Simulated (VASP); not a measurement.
A run of VASP 6.6.1 is set up as follows.

The input INCAR:

```
ALGO     = Normal         # electronic algorithm
EDIFF    = 1E-7           # SCF threshold, eV
ENCUT    = 520            # plane-wave cutoff, eV
GGA      = PE             # functional
ISIF     = 2              # what is computed and relaxed
ISMEAR   = 0              # smearing method
LASPH    = True           # aspherical terms in the spheres
LCHARG   = False          # write CHGCAR
LREAL    = False          # projectors in reciprocal space
LWAVE    = False          # write WAVECAR
NBANDS   = 20             # bands
NELM     = 80             # most SCF steps
PREC     = Accurate       # precision mode
SIGMA    = 0.1            # smearing width, eV
```

KPOINTS

```
k-points
0
Gamma
  6 6 6
```

Contents of POSCAR:

```
Te2Mo
1.0
    1.7616865191      1.0171101860      7.9526183042
   -1.7616865191      1.0171101860      7.9526183042
    0.0000000000     -2.0342203720      7.9526183042
Mo Te
1 2
Direct
    0.6667793179      0.6667793179      0.6667793179
    0.4076473848      0.4076473848      0.4076473848
    0.2592402973      0.2592402973      0.2592402973
```

Potentials or basis: VASP PAW PBE potentials, release 64 (Mo_sv, Te).

Command:

```console
$ cat potpaw_PBE.64/Mo_sv/POTCAR potpaw_PBE.64/Te/POTCAR > POTCAR
$ mpirun -np 1 vasp_std > vasp.out
```

Task: Estimate the largest force.

Result: 0.732 eV/Å.

Task: What does it give for the band gap on the k mesh?

Result: 1.09 eV, direct.

Task: Predict the pressure.

Result: 3.6 GPa.

Forces on the atoms (eV/Å):
```
Mo   0.000  0.000  0.002
Te   0.000  0.000  0.730
Te   0.000  0.000 -0.732
```

Caveat: spin-orbit coupling is left out, which moves the levels of the heavy elements. A k mesh can miss the band edges.
